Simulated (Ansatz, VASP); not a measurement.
Sr2ZnWF6: VASP beside Ansatz

```
CELL_PARAMETERS angstrom
0.00000 4.20498 4.20498
4.20498 0.00000 4.20498
4.20498 4.20498 0.00000
ATOMIC_POSITIONS crystal
Zn 0.50000 0.50000 0.50000
W 0.00000 0.00000 0.00000
F 0.72500 0.27500 0.27500
F 0.27500 0.72500 0.27500
F 0.27500 0.72500 0.72500
F 0.72500 0.27500 0.72500
F 0.27500 0.27500 0.72500
F 0.72500 0.72500 0.27500
Sr 0.25000 0.25000 0.25000
Sr 0.75000 0.75000 0.75000
```

Alike in both runs: task single point; functional PBE; k mesh 4 × 4 × 4; no spin polarisation.

|  | VASP | Ansatz |
| --- | --- | --- |
| version | VASP 6.6.1 | Ansatz 0.2.0 |
| potentials or method | VASP PAW PBE potentials, release 64 (Zn, W_sv, F, Sr_sv), cutoff 520 eV | PAW plane waves |
| occupations | fermi-dirac, width 0.1 eV | fermi-dirac |
| valence electrons in the cell | 88 | 88 |

VASP gave:

| Property | Result |
| --- | --- |
| gap on the k mesh at the Fermi level (eV) | none |
| pressure (GPa) | 8.7 |
| rms of the force components (eV/Å) | 0.803 |

Q: What did Ansatz give for the same quantities?

A: gap on the k mesh at the Fermi level (eV): none; pressure (GPa): 8.2; rms of the force components (eV/Å): 0.760.

Atom by atom the forces differ by 0.044 eV/Å (rms over components). A gap of «none» marks a metal or a gap that the smearing closes.

Neither program's run includes spin-orbit coupling.
